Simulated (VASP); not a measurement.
Set up this calculation in VASP 6.6.1, as the native input.

```
Task                   : single point
Functional             : r2SCAN
Potentials or basis    : VASP PAW PBE potentials, release 64 (Zn, O_h)
Cutoff                 : 910 eV
k mesh                 : 12 × 12 × 12
Occupations            : gaussian, width 0.02 eV
Spin                   : no spin polarisation
Dipole correction      : no
Second run             : hard_potentials
Further INCAR settings : ALGO = Normal; EDIFF = 1e-06; NBANDS = 16
```

Crystal: ZnO.

```
Zn O
1.0
     0.00000    2.13376    2.13376
     2.13376    0.00000    2.13376
     2.13376    2.13376    0.00000
Zn O
1 1
Direct
  0.00000 0.00000 0.00000
  0.50000 0.50000 0.50000
```

One way to write it, as run:

POSCAR

```
ZnO
1.0
    0.0000000000      2.1337570811      2.1337570811
    2.1337570811      0.0000000000      2.1337570811
    2.1337570811      2.1337570811      0.0000000000
Zn O
1 1
Direct
    0.0000000000      0.0000000000      0.0000000000
    0.5000000000      0.5000000000      0.5000000000
```

INCAR.step1

```
PREC = Accurate
ENCUT = 910
ISMEAR = 0
SIGMA = 0.02
LREAL = F
LASPH = T
NELM = 120
NBANDS = 16
GGA = PE
ALGO = Normal
EDIFF = 1E-5
LWAVE = T
LCHARG = F
GGA_COMPAT = F
```

INCAR.step2

```
PREC = Accurate
ENCUT = 910
EDIFF = 1E-6
ISMEAR = 0
SIGMA = 0.02
LREAL = F
LASPH = T
NELM = 120
ALGO = Normal
ISIF = 2
LWAVE = F
LCHARG = F
METAGGA = R2SCAN
LMIXTAU = T
NBANDS = 16
ISTART = 1
GGA_COMPAT = F
```

KPOINTS

```
regular mesh
0
Gamma
  12 12 12
```

Potentials or basis: VASP PAW PBE potentials, release 64 (Zn, O_h).

Command:

```console
$ cat potpaw_PBE.64/Zn/POTCAR potpaw_PBE.64/O_h/POTCAR > POTCAR
$ cp INCAR.step1 INCAR
$ mpirun -np 1 vasp_std > vasp.out
$ cp INCAR.step2 INCAR
$ mpirun -np 1 vasp_std > vasp.out
```

It gave:

| Item | Value |
| --- | --- |
| Pressure | 1.1 GPa |
| Band gap on the k mesh | 1.55 eV, indirect (least direct gap 2.99 eV) |

Caveat: the cutoff is under 1.25 times the usual one of these potentials, so pressure, stress and relaxed cells hold a basis-set (Pulay) error; the PAW data sets were made with another functional, which shifts forces and pressure a little.

It took 2.6 min on 1 thread of Intel(R) Xeon(R) Platinum 8375C CPU @ 2.90GHz (Ice Lake), with other jobs on the host, peak memory 0.2 GiB.
